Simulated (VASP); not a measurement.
# Si48HC48 (a cell with a defect) in VASP: single point with PBEsol

Aim: the single point of Si48HC48 (a cell with a defect) with PBEsol.

Program: VASP 6.6.1. These are calculated values, not measurements. Logs are shortened: lines on timing, memory, paths and dates and some standing lists are left out, and cuts for length are marked.

## Step 1: The cell of the first run

The cell holds a defect, 97 atoms: a = 9.234 Å, b = 10.663 Å, c = 10.076 Å, α = 90.00°, β = 90.00°, γ = 90.00°.

## Step 2: Single point, PBEsol, collinear spin

Contents of INCAR:

```
PREC     = Accurate       # precision mode
ENCUT    = 520            # plane-wave cutoff, eV
EDIFF    = 1E-6           # SCF threshold, eV
ISMEAR   = -1             # smearing method
SIGMA    = 0.05           # smearing width, eV
LREAL    = Auto         
LASPH    = T              # aspherical terms in the spheres
NELM     = 200            # most SCF steps
ALGO     = Normal         # electronic algorithm
ISIF     = 2              # what is computed and relaxed
LWAVE    = F              # write WAVECAR
LCHARG   = F              # write CHGCAR
ISPIN    = 2              # spin polarisation
MAGMOM   = 0 0 0 0 0 0 0.333 0 0 0 0 0 0 0 0 0 0 0 0 0 0 0 0 0 0 0 0 0 0 0 0 0 0 0 0 0 0 0 0 0 0 0 0 0 0 0 0 0 0 0 0 0 0 0 0 0 0 0 0 0 0 0 0 0 0 0 0 0 0 0 0 0 0 0 0 0 0 0.333 0 0 0 0 0 0 0 0 0 0 0 0 0 0 0 0 0 0 0.333 # initial moments
LORBIT   = 11             # projections on sites
GGA      = PS             # functional
ISYM     = -1           
NBANDS   = 250            # bands
GGA_COMPAT= F            
KPAR     = 1
```

Contents of KPOINTS:

```
explicit points
1
Reciprocal
  0.25000000   0.25000000   0.25000000 1
```

Contents of POSCAR:

```
Si48HC48
1.0
    9.2342040000      0.0000000000      0.0000000000
    0.0000000000     10.6627400000      0.0000000000
    0.0000000000      0.0000000000     10.0759470000
Si C H
48 48 1
Direct
    0.0000800000      0.0009990000      0.4997250000
    0.3340280000      0.0000900000      0.4994900000
    0.1685340000      0.2497520000      0.5000390000
    0.9980020000      0.5015410000      0.5012590000
    0.6687340000      0.9980750000      0.4994860000
    0.5060200000      0.2436210000      0.4990160000
    0.2767780000      0.5303980000      0.5232930000
    0.1631880000      0.7529260000      0.5012670000
    0.8350820000      0.2498970000      0.4993280000
    0.6700540000      0.5004370000      0.4999010000
    0.5006290000      0.7504690000      0.5001360000
    0.8330090000      0.7500360000      0.4995350000
    0.0013070000      0.1667190000      0.2497610000
    0.3348950000      0.1665820000      0.2490160000
    0.1681590000      0.4167100000      0.2495200000
    0.0000670000      0.6668630000      0.2494680000
    0.6685690000      0.1653100000      0.2487910000
    0.5059070000      0.4138300000      0.2437630000
    0.3340370000      0.6664830000      0.2495200000
    0.1672280000      0.9169720000      0.2500750000
    0.8349980000      0.4165590000      0.2496990000
    0.6671890000      0.6663180000      0.2492250000
    0.5007790000      0.9164070000      0.2496880000
    0.8342230000      0.9162600000      0.2494630000
    0.1669320000      0.0835630000      0.7496960000
    0.9997260000      0.3334790000      0.7502360000
    0.5005270000      0.0829710000      0.7489780000
    0.3341460000      0.3328600000      0.7497410000
    0.1631760000      0.5854880000      0.7522090000
    0.9993610000      0.8347490000      0.7505410000
    0.8333450000      0.0836930000      0.7495230000
    0.6672740000      0.3335890000      0.7490210000
    0.5003880000      0.5839960000      0.7504440000
    0.3329780000      0.8342470000      0.7503930000
    0.8324790000      0.5837140000      0.7501190000
    0.6666250000      0.8334110000      0.7497980000
    0.0002930000      0.0003610000      0.9997240000
    0.3338580000      0.9999350000      0.9995520000
    0.1674810000      0.2499690000      0.9996840000
    0.0001280000      0.5001830000      0.0002600000
    0.6671750000      0.9997350000      0.9991180000
    0.5011090000      0.2489240000      0.9977540000
    0.3339440000      0.5000150000      0.0000090000
    0.1665160000      0.7506120000      0.0005370000
    0.8340270000      0.2501080000      0.9994230000
    0.6680100000      0.5003190000      0.9982670000
    0.5003100000      0.7501010000      0.9998080000
    0.8333580000      0.7502510000      0.9996140000
    0.0007280000      0.0001170000      0.1870480000
    0.3341910000      0.9998450000      0.1870480000
    0.1680460000      0.2500280000      0.1871570000
    0.0014420000      0.4999900000      0.1873570000
    0.6676420000      0.9990970000      0.1864180000
    0.5021100000      0.2476630000      0.1840050000
    0.3362520000      0.4990400000      0.1888430000
    0.1672280000      0.7501400000      0.1876540000
    0.8346620000      0.2498790000      0.1869160000
    0.6698760000      0.5002560000      0.1845500000
    0.5005640000      0.7497800000      0.1871340000
    0.8336710000      0.7498990000      0.1866700000
    0.9998330000      0.0008280000      0.6871160000
    0.3335200000      0.0004050000      0.6868170000
    0.1670800000      0.2504830000      0.6871900000
    0.9978910000      0.4997200000      0.6888400000
    0.6671910000      0.9996990000      0.6868490000
    0.5009090000      0.2498000000      0.6860950000
    0.3326600000      0.5007640000      0.6947790000
    0.1657950000      0.7524110000      0.6890690000
    0.8336300000      0.2500940000      0.6867100000
    0.6658390000      0.5003990000      0.6867750000
    0.4994510000      0.7503190000      0.6873320000
    0.8331470000      0.7502530000      0.6871030000
    0.0016610000      0.1672210000      0.4376930000
    0.3355460000      0.1670420000      0.4372480000
    0.1622540000      0.4150580000      0.4367920000
    0.9984060000      0.6675020000      0.4368890000
    0.6712120000      0.1626910000      0.4368310000
    0.5215660000      0.4043410000      0.4285110000
    0.3324750000      0.6731970000      0.4365430000
    0.1662560000      0.9188940000      0.4378560000
    0.8341110000      0.4164110000      0.4375710000
    0.6661550000      0.6663280000      0.4374870000
    0.5008870000      0.9165640000      0.4377300000
    0.8347120000      0.9158090000      0.4374910000
    0.1671750000      0.0833860000      0.9376900000
    0.0008170000      0.3334130000      0.9380860000
    0.5005610000      0.0825860000      0.9365010000
    0.3342380000      0.3330700000      0.9376680000
    0.1662430000      0.5840400000      0.9402070000
    0.9997820000      0.8338520000      0.9382560000
    0.8336620000      0.0835200000      0.9375290000
    0.6675200000      0.3334030000      0.9368140000
    0.5006910000      0.5835520000      0.9380980000
    0.3335600000      0.8333230000      0.9382040000
    0.8340010000      0.5839240000      0.9373870000
    0.6667870000      0.8332520000      0.9374740000
    0.4128770000      0.4370900000      0.4552710000
```

Potentials or basis: VASP PAW PBE potentials, release 64 (Si, C, H).

The run is started by

```bash
$ cat potpaw_PBE.64/Si/POTCAR potpaw_PBE.64/C/POTCAR potpaw_PBE.64/H/POTCAR > POTCAR
$ mpirun -np 4 vasp_std > vasp.out
```

OUTCAR:

```text
PREC = Accurate
   ENCUT = 520
   EDIFF = 1E-6
   ISMEAR = -1
   LREAL = Auto
   LASPH = T
   NELM = 200
   ISIF = 2
   ISPIN = 2
   LORBIT = 11
   GGA = PS
   ISYM = -1

 ion  position               nearest neighbor table
   1  0.000  0.001  0.500-  80 1.87  73 1.88  84 1.88  61 1.89   8 3.04   5 3.06   9 3.06   3 3.07
                            13 3.08  31 3.08  25 3.08   2 3.08  20 3.08  24 3.09  30 3.09  12 3.09
   2  0.334  0.000  0.499-  80 1.88  83 1.89  74 1.89  62 1.89   6 3.04   3 3.07   8 3.07  11 3.07
                            27 3.08  20 3.08  23 3.08   1 3.08  34 3.09  14 3.09  25 3.09   5 3.09
   3  0.169  0.250  0.500-  75 1.88  73 1.88  63 1.89  74 1.89   2 3.07  28 3.07   1 3.07  25 3.08
                             9 3.08  13 3.09  15 3.09  14 3.09  26 3.10   4 3.11   6 3.12
   4  0.998  0.502  0.501-  81 1.88  76 1.88  64 1.89  75 1.89   7 2.60  10 3.03  12 3.06  35 3.06
                             9 3.08  26 3.08  21 3.08   8 3.08  29 3.09  16 3.09   3 3.11  15 3.12
   5  0.669  0.998  0.499-  77 1.87  84 1.87  83 1.88  65 1.89   6 3.02  12 3.05   1 3.06  11 3.06
                            24 3.07  36 3.07  31 3.08  23 3.08  27 3.09   2 3.09  17 3.09   9 3.09
   6  0.506  0.244  0.499-  78 1.86  77 1.86  74 1.88  66 1.89   5 3.02   9 3.04   2 3.04  27 3.05
                            17 3.05  32 3.08  14 3.08   3 3.12  10 3.13  28 3.13  18 3.15
   7  0.277  0.530  0.523-  97 1.74  79 1.83  67 1.83  75 1.84  29 2.60   4 2.60   8 2.60  33 3.14
                            11 3.14
   8  0.163  0.753  0.501-  80 1.88  76 1.89  68 1.89  79 1.90   7 2.60   1 3.04  12 3.05  30 3.06
                             2 3.07  20 3.08  34 3.08   4 3.08  16 3.09  29 3.10  11 3.12  19 3.13
   9  0.835  0.250  0.499-  73 1.88  81 1.88  77 1.88  69 1.89   6 3.04   1 3.06  10 3.08   4 3.08
[... 125 lines left out ...]
  95  0.834  0.584  0.937-  46 1.88  48 1.88  40 1.88  35 1.89
  96  0.667  0.833  0.937-  41 1.88  48 1.88  47 1.88  36 1.89
  97  0.413  0.437  0.455-  78 1.10   7 1.74

IMPORTANT INFORMATION: All symmetrisations will be switched off!
NOSYMM: (Re-)initialisation of all symmetry stuff for point group C_1.

----------------------------------------------------------------------------------------

                                     Primitive cell

  volume of cell :     992.0971

  direct lattice vectors                    reciprocal lattice vectors
     9.234204000  0.000000000  0.000000000     0.108293037  0.000000000  0.000000000
     0.000000000 10.662740000  0.000000000     0.000000000  0.093784524  0.000000000
     0.000000000  0.000000000 10.075947000     0.000000000  0.000000000  0.099246254

  length of vectors
     9.234204000 10.662740000 10.075947000     0.108293037  0.093784524  0.099246254

  position of ions in fractional coordinates (direct lattice)
     0.000080000  0.000999000  0.499725000
     0.334028000  0.000090000  0.499490000
     0.168534000  0.249752000  0.500039000
     0.998002000  0.501541000  0.501259000
     0.668734000  0.998075000  0.499486000
     0.506020000  0.243621000  0.499016000
[... 89 lines left out ...]
     0.666787000  0.833252000  0.937474000
     0.412877000  0.437090000  0.455271000

  ion indices of the primitive-cell ions
   primitive index   ion index
                 1           1
                 2           2
                 3           3
[... 152 lines left out ...]
   IVDW    =     0    specifies the selected vdW correction
   LEPSILON=     F    determine dielectric tensor
   LRPA    =     F    only Hartree local field effects (RPA)
 spin polarized calculation
  energy-cutoff  :      520.00
  volume of cell :      992.10
 maximum number of plane-waves:     26706
 NGX is ok and might be reduce to    70
   NGX = 35   NGY = 39   NGZ = 37

 number of electron     385.0000015 magnetization       0.9888075

 Free energy of the ion-electron system (eV)
  ---------------------------------------------------
  ext. energy  EPLUGINS =         0.00000000
  ---------------------------------------------------
  free energy    TOTEN  =      -764.45289064 eV

  energy without entropy =     -764.44942427  energy(sigma->0) =     -764.45115745

 E-fermi :  10.0426     XC(G=0): -11.5142

 val. band max:        9.7835972890   @ k =   0.2500   0.2500   0.2500
 cond. band min:      10.3015826407   @ k =   0.2500   0.2500   0.2500
 fundamental gap:      0.5179853518
 Fermi energy:        10.0425517563

 spin component 1

 k-point     1 :       0.2500    0.2500    0.2500
  band No.  band energies     occupation
      1      -7.1913      1.00000
      2      -6.6687      1.00000
      3      -6.5688      1.00000
      4      -6.4728      1.00000
      5      -6.0543      1.00000
      6      -5.9626      1.00000
[... 196 lines left out ...]
    203      11.7773      0.00000
    204      11.8151      0.00000
 Fermi energy:        10.0425517563

 spin component 2

 k-point     1 :       0.2500    0.2500    0.2500
  band No.  band energies     occupation
      1      -7.1709      1.00000
      2      -6.6430      1.00000
      3      -6.5573      1.00000
      4      -6.4571      1.00000
      5      -6.0376      1.00000
      6      -5.9448      1.00000
[... 196 lines left out ...]
    203      11.7964      0.00000
    204      11.8362      0.00000
 [bands above 204 left out]

------------------------ aborting loop because EDIFF is reached ----------------------------------------

  FORCE on cell =-STRESS in cart. coord.  units (eV):
  Direction    XX          YY          ZZ          XY          YZ          ZX
  --------------------------------------------------------------------------------------
  -------------------------------------------------------------------------------------
  Total       11.7483609     11.1604232      9.2922654     -1.5497814      2.0704550     -1.4130084
  in kB       18.9728994     18.0234152     15.0064522     -2.5028042      3.3436609     -2.2819239
  external PRESSURE =      17.3342556 kB  Pullay stress =       0.0000000 kB

 VOLUME and BASIS-vectors are now :
 -----------------------------------------------------------------------------
  energy-cutoff  :      520.00
  volume of cell :      992.10
      direct lattice vectors                 reciprocal lattice vectors
     9.234204000  0.000000000  0.000000000     0.108293037  0.000000000  0.000000000
     0.000000000 10.662740000  0.000000000     0.000000000  0.093784524  0.000000000
     0.000000000  0.000000000 10.075947000     0.000000000  0.000000000  0.099246254

 POSITION                                       TOTAL-FORCE (eV/Angst)
 -----------------------------------------------------------------------------------
      0.00074      0.01065      5.03520        -0.002512      0.002191     -0.000149
      3.08448      0.00096      5.03283        -0.000269     -0.000623      0.001475
      1.55628      2.66304      5.03837        -0.003042      0.003647     -0.001341
      9.21575      5.34780      5.05066        -0.002466      0.002046      0.002419
      6.17523     10.64221      5.03279        -0.001988     -0.001333      0.000982
      4.67269      2.59767      5.02806        -0.000766     -0.001787      0.003224
[... 89 lines left out ...]
      6.15725      8.88475      9.44594         0.002341     -0.000739      0.000205
      3.81259      4.66058      4.58729        -0.040505      0.013360      0.008832
 -----------------------------------------------------------------------------------
    total drift:                               -0.000740     -0.014307      0.065365

  FREE ENERGIE OF THE ION-ELECTRON SYSTEM (eV)
  ---------------------------------------------------
  free  energy   TOTEN  =      -764.4528906353 eV

  energy  without entropy=     -764.4494242746  energy(sigma->0) =     -764.45115745

 total charge

# of ion       s       p       d       tot
------------------------------------------
    1        0.710   0.975   0.000   1.685
    2        0.709   0.970   0.000   1.679
    3        0.709   0.970   0.000   1.679
    4        0.708   0.968   0.000   1.677
    5        0.711   0.981   0.000   1.692
    6        0.713   0.989   0.000   1.703
[... 89 lines left out ...]
   96        0.834   1.704   0.000   2.538
   97        0.650   0.059   0.000   0.709
--------------------------------------------------
tot         74.784 128.573   0.000 203.357

 magnetization (x)

# of ion       s       p       d       tot
------------------------------------------
    1       -0.000   0.001   0.000   0.001
    2        0.000   0.000   0.000   0.000
    3        0.001   0.003   0.000   0.004
    4        0.004   0.003   0.000   0.006
    5        0.000   0.001   0.000   0.001
    6        0.000   0.001   0.000   0.001
[... 89 lines left out ...]
   96        0.000   0.001   0.000   0.001
   97       -0.000   0.004   0.000   0.004
--------------------------------------------------
tot          0.077   0.290   0.000   0.367
```

It took 8.3 min on 4 MPI ranks of Intel Xeon Platinum 8259CL at 2.50GHz (Skylake/Cascade Lake), shared host; peak memory 0.5 GiB.

What came out:

```
Free energy                                           : -764.4529 eV
Pressure                                              : 1.7 GPa
Largest force                                         : 0.044 eV/Å
Net moment                                            : 0.99 μB per cell
Site moments                                          : Si +0.00, +0.01, +0.15, -0.00 (each value once); C +0.00, +0.01, -0.00, +0.02 (each value once); H +0.00 μB
Valence electrons inside the program's atomic spheres : Si 1.69, 1.68, 1.70, 1.75, 1.67 (each value once); C 2.53, 2.54, 2.52, 2.55, 2.60 (each value once); H 0.71
```

Forces in eV/Å, atoms in the order of the input:
```
Si  -0.003  0.002  0.000
Si   0.000 -0.001  0.001
Si  -0.003  0.004 -0.001
Si  -0.002  0.002  0.002
Si  -0.002 -0.001  0.001
Si  -0.001 -0.002  0.003
Si   0.005  0.002 -0.001
Si   0.000  0.004  0.001
Si   0.000 -0.002  0.002
Si  -0.004  0.004  0.002
Si  -0.001 -0.001 -0.002
Si  -0.003 -0.001  0.002
Si   0.001 -0.001  0.000
Si   0.001  0.003  0.000
Si  -0.002 -0.002  0.002
Si   0.001  0.000  0.002
Si   0.001  0.001  0.002
Si  -0.003  0.001 -0.002
Si   0.001  0.002  0.003
Si  -0.004 -0.001  0.001
Si   0.000  0.000  0.001
Si  -0.004  0.000  0.001
Si   0.000  0.000  0.001
Si   0.002  0.002  0.002
Si  -0.003 -0.002  0.000
Si  -0.002  0.002 -0.001
Si  -0.001  0.001 -0.003
Si   0.002  0.003 -0.004
Si  -0.003 -0.001  0.000
Si  -0.003  0.001  0.000
Si   0.002 -0.002 -0.001
Si  -0.003  0.001  0.000
Si   0.000 -0.001 -0.002
Si   0.001 -0.002 -0.002
Si   0.005  0.000 -0.002
Si  -0.003 -0.001  0.000
Si   0.001  0.001  0.002
Si  -0.001  0.001  0.002
Si   0.000  0.000  0.003
Si   0.000  0.000 -0.001
Si   0.002 -0.001  0.002
Si  -0.001 -0.001  0.003
Si  -0.002  0.002  0.001
Si   0.002  0.004  0.002
Si   0.002 -0.001  0.004
Si   0.001  0.001  0.001
Si   0.002  0.003  0.002
Si  -0.003  0.002  0.002
C   -0.001  0.002 -0.005
C    0.003 -0.001  0.004
C   -0.002 -0.001  0.001
C    0.004  0.000 -0.005
C   -0.002 -0.004  0.001
C    0.003 -0.008 -0.001
C    0.003 -0.005 -0.007
C    0.001  0.000 -0.002
C    0.004  0.003  0.002
C    0.001 -0.001  0.004
C   -0.001 -0.002 -0.006
C   -0.001 -0.002  0.001
C    0.001  0.002  0.000
C    0.002  0.002  0.002
C   -0.003 -0.003  0.001
C   -0.004 -0.003 -0.004
C   -0.004  0.000  0.001
C   -0.003  0.002  0.001
C    0.004 -0.007  0.002
C   -0.002  0.000 -0.006
C   -0.001  0.003  0.004
C   -0.004  0.003  0.003
C    0.002  0.005  0.000
C    0.002 -0.001  0.002
C    0.004  0.007 -0.002
C   -0.004 -0.012 -0.001
C    0.003 -0.007 -0.005
C   -0.002  0.007  0.003
C    0.004  0.002 -0.005
C    0.030  0.002 -0.005
C    0.009 -0.004 -0.006
C    0.012  0.001  0.001
C   -0.002 -0.004 -0.004
C   -0.001  0.000  0.002
C    0.002  0.004 -0.004
C    0.002 -0.001 -0.001
C    0.006  0.000 -0.002
C    0.000 -0.004 -0.002
C   -0.001 -0.006  0.003
C    0.000  0.004 -0.001
C    0.000 -0.006 -0.004
C   -0.003 -0.008 -0.001
C   -0.001  0.002 -0.002
C    0.002  0.003  0.001
C    0.001 -0.005 -0.001
C   -0.002  0.002  0.000
C    0.003  0.003  0.003
C    0.002 -0.001  0.000
H   -0.041  0.013  0.009
```

Stress tensor (GPa, compression positive):
```
 1.90 -0.25 -0.23
-0.25  1.80  0.33
-0.23  0.33  1.50
```

Caveat: the PAW data sets were made with another functional, which shifts forces and pressure a little.
